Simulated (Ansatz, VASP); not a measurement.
RbGeF3: VASP beside Ansatz

Contents of POSCAR:

```
RbGeF3
1.0
    4.4243601843      0.0000000000      0.0000000000
    0.0000000000      4.4243601843      0.0000000000
    0.0000000000      0.0000000000      4.4243601843
Rb Ge F
1 1 3
Direct
    0.0000000000      0.0000000000      0.0000000000
    0.5000000000      0.5000000000      0.5000000000
    0.5000000000      0.5000000000      0.0000000000
    0.5000000000      0.0000000000      0.5000000000
    0.0000000000      0.5000000000      0.5000000000
```

Contents of INCAR.step1:

```
PREC     = Accurate       # precision mode
ENCUT    = 520            # plane-wave cutoff, eV
ISMEAR   = 0              # smearing method
SIGMA    = 0.01           # smearing width, eV
LREAL    = F              # projectors in reciprocal space
LASPH    = T              # aspherical terms in the spheres
NELM     = 60             # most SCF steps
NBANDS   = 30             # bands
GGA      = PE             # functional
ALGO     = Normal         # electronic algorithm
EDIFF    = 1E-4           # SCF threshold, eV
LWAVE    = T              # write WAVECAR
LCHARG   = F              # write CHGCAR
```

Contents of INCAR.step2:

```
PREC     = Accurate       # precision mode
ENCUT    = 520            # plane-wave cutoff, eV
EDIFF    = 1E-6           # SCF threshold, eV
ISMEAR   = 0              # smearing method
SIGMA    = 0.01           # smearing width, eV
LREAL    = F              # projectors in reciprocal space
LASPH    = T              # aspherical terms in the spheres
NELM     = 60             # most SCF steps
ALGO     = Normal         # electronic algorithm
ISIF     = 2              # what is computed and relaxed
LWAVE    = F              # write WAVECAR
LCHARG   = T              # write CHGCAR
METAGGA  = R2SCAN         # meta-GGA
LMIXTAU  = T            
LELF     = T              # ELF
LVHAR    = T            
NBANDS   = 30             # bands
ISTART   = 1
```

The input KPOINTS:

```
regular mesh
0
Gamma
  6 6 6
```

Input for Ansatz:

```yaml
crystal:
  lattice:
    - [4.4243601843, 0.0, 0.0]
    - [0.0, 4.4243601843, 0.0]
    - [0.0, 0.0, 4.4243601843]
  atoms:
    - { symbol: Rb, position: [0.0, 0.0, 0.0] }
    - { symbol: Ge, position: [0.5, 0.5, 0.5] }
    - { symbol: F, position: [0.5, 0.5, 0.0] }
    - { symbol: F, position: [0.5, 0.0, 0.5] }
    - { symbol: F, position: [0.0, 0.5, 0.5] }
kpoints:
  mp_grid: { grid: [6, 6, 6] }
  band_path:
    path: [[0.0, 0.0, 0.0], [0.0, 0.5, 0.0], [0.5, 0.5, 0.0], [0.5, 0.5, 0.5]]
    npoints: 1
hamiltonian:
  xc: r2scan
scf:
  occupations: { method: fixed }
  n_extra_bands: 5
output:
  forces: true
  stress: true
  eigenvalues: true
```

Alike in both runs: task single point; functional r2SCAN; k mesh 6 × 6 × 6; no spin polarisation.

|  | VASP | Ansatz |
| --- | --- | --- |
| version | VASP 6.6.1 | Ansatz 0.2.0 |
| potentials or method | VASP PAW PBE potentials, release 64 (Rb_sv, Ge_d, F) | plane waves, PAW |
| plane-wave cutoff (eV) | 520 | 500 |
| occupations | gaussian, width 0.01 eV | fixed |
| valence electrons in the cell | 44 | 44 |

VASP gave:

| Property | Result |
| --- | --- |
| gap on the k mesh at the Fermi level (eV) | 2.06 |
| pressure (GPa) | -0.1 |

Problem. Estimate Ansatz's values.

Solution. gap on the k mesh at the Fermi level (eV): 2.06; pressure (GPa): 0.0.

VASP's potentials were made for PBE, not for r2SCAN.
